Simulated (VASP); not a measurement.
Set up this calculation in VASP 6.6.1, as the native input.

```yaml
Task: electric field gradients
Functional: PBE
Potentials_or_basis: VASP PAW PBE potentials, release 64 (Ga_d)
Cutoff: 520 eV
k_mesh: 9 × 9 × 8
Occupations: fermi-dirac, width 0.05 eV
Spin: no spin polarisation
Dipole_correction: no
Further_INCAR_settings: ALGO = Normal; EDIFF = 1e-08; NBANDS = 34
```

The structure of Ga lies in POSCAR:

```
Ga
1.0
    2.2478069671     -3.8096159580      0.0000000000
    2.2478069671      3.8096159580      0.0000000000
    0.0000000000      0.0000000000      4.5015938671
Ga
4
Direct
    0.1525000000      0.8475000000      0.0785000000
    0.6525000000      0.3475000000      0.4215000000
    0.8475000000      0.1525000000      0.9215000000
    0.3475000000      0.6525000000      0.5785000000
```

These files were run (other wordings do the same):

INCAR

```
ALGO     = Normal         # electronic algorithm
EDIFF    = 1E-8           # SCF threshold, eV
ENCUT    = 520            # plane-wave cutoff, eV
GGA      = PE             # functional
ISIF     = 2              # what is computed and relaxed
ISMEAR   = -1             # smearing method
LASPH    = True           # aspherical terms in the spheres
LCHARG   = False          # write CHGCAR
LEFG     = True         
LREAL    = False          # projectors in reciprocal space
LWAVE    = False          # write WAVECAR
NBANDS   = 34             # bands
NELM     = 60             # most SCF steps
PREC     = Accurate       # precision mode
SIGMA    = 0.05           # smearing width, eV
```

KPOINTS

```
k-points
0
Gamma
  9 9 8
```

Potentials or basis: VASP PAW PBE potentials, release 64 (Ga_d).

Launch:

```bash
$ cat potpaw_PBE.64/Ga_d/POTCAR > POTCAR
$ mpirun -np 1 vasp_std > vasp.out
```

It gave:

```
Pressure                                : 3.1 GPa
Largest force                           : 0.442 eV/Å
Band gap on the k mesh                  : zero (bands 26 and 27 overlap by 1.27 eV)
Largest electric field gradient by atom : Ga -52.5 V/Å²
```

Caveat: the cell stands under pressure; without QUAD_EFG the Cq values of the log hold for a quadrupole moment of 1 mb, not for the nuclei.

It took 4.1 min on 1 thread of Intel(R) Xeon(R) Platinum 8259CL CPU @ 2.50GHz (Skylake/Cascade Lake), with other jobs on the host, peak memory 0.36 GiB.
